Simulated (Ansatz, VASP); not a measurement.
**Zr3S2 in VASP and in Ansatz**

```
Zr S
1.0
     4.82911   -1.64684    0.00000
     4.82911    1.64684    0.00000
    -3.13718    0.00000    5.97097
Zr S
3 2
Direct
  0.32281 0.32281 0.81003
  0.67719 0.67719 0.18997
  0.50000 0.50000 0.50000
  0.04751 0.04751 0.82433
  0.95249 0.95249 0.17567
```

Change from the starting cell: the structure that the rattled cell fell into.

Alike in both runs: task single point; functional PBE; k mesh 6 × 6 × 4; occupations gaussian, width 0.1 eV; no spin polarisation.

```csv
,VASP,Ansatz
version,VASP 6.6.1,Ansatz 0.2.0
potentials or method,"VASP PAW PBE potentials, release 64 (Zr_sv, S), cutoff 520 eV","scalar-relativistic, plane waves, PAW"
valence electrons in the cell,48,48
```

VASP gave:

- gap on the k mesh at the Fermi level (eV): none
- pressure (GPa): -0.1
- traceless stress, the component that is largest in VASP (GPa): 0.25
- rms of the force components (eV/Å): 0.023

Which values does Ansatz return?

gap on the k mesh at the Fermi level (eV): none; pressure (GPa): -0.1; traceless stress, the component that is largest in VASP (GPa): 0.24; rms of the force components (eV/Å): 0.021.

Atom by atom the forces differ by 0.003 eV/Å (rms over components). A gap of «none» marks a metal or a gap that the smearing closes.
